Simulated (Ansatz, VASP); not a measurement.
# BN in VASP and in Ansatz

The input INCAR:

```
SYSTEM = BN
  ALGO = Normal
  EDIFF = 1E-6
  ENCUT = 520
  GGA = PS
  ISIF = 2
  ISMEAR = 0
  LASPH = .TRUE.
  LCHARG = .FALSE.
  LREAL = .FALSE.
  LWAVE = .FALSE.
  NBANDS = 16
  NELM = 80
  PREC = Accurate
  SIGMA = 0.05
```

The input KPOINTS:

```
k-points
0
G
  12 12 4
  0 0 0
```

The input POSCAR:

```
BN
1.0
    2.4634946102      0.0000000000      0.0000000000
   -1.2317473051      2.1334489145      0.0000000000
    0.0000000000      0.0000000000      7.4402464217
B N
2 2
Direct
    0.3333333333      0.6666666667      0.2500000000
    0.6666666667      0.3333333333      0.7500000000
    0.3333333333      0.6666666667      0.7500000000
    0.6666666667      0.3333333333      0.2500000000
```

Input for Ansatz:

```yaml
crystal:
  lattice:
    - [2.4634946102, 0.0, 0.0]
    - [-1.2317473051, 2.1334489145, 0.0]
    - [0.0, 0.0, 7.4402464217]
  atoms:
    - { symbol: B, position: [0.3333333333, 0.6666666667, 0.25] }
    - { symbol: B, position: [0.6666666667, 0.3333333333, 0.75] }
    - { symbol: "N", position: [0.3333333333, 0.6666666667, 0.75] }
    - { symbol: "N", position: [0.6666666667, 0.3333333333, 0.25] }
basis:
  ecutwfc: 520.0
kpoints:
  mp_grid: { grid: [12, 12, 4] }
hamiltonian:
  xc: pbesol
  pseudopotentials: { kind: paw, azcp: { folder: soft_1 } }
scf:
  occupations: { method: gaussian, width: 0.05 }
output:
  forces: true
  stress: true
  eigenvalues: true
```

Alike in both runs: task single point; functional PBEsol; k mesh 12 × 12 × 4; occupations gaussian, width 0.05 eV; no spin polarisation.

|  | VASP | Ansatz |
| --- | --- | --- |
| version | VASP 6.6.1 | Ansatz 0.2.0 |
| potentials or method | VASP PAW PBE potentials, release 64 (B, N), cutoff 520 eV | scalar-relativistic, plane waves, PAW |
| valence electrons in the cell | 16 | 16 |

```csv
,VASP,Ansatz,Ansatz less VASP
gap on the k mesh at the Fermi level (eV),4.44,4.45,+0.007
least direct gap on the mesh (eV),4.73,4.74,+0.003
pressure (GPa),11.5,11.1,-0.44
"traceless stress, the component that is largest in VASP (GPa)",-11.95,-11.37,+0.578
```

VASP's potentials were made for PBE, not for PBEsol, and Ansatz warns of the same on its side.
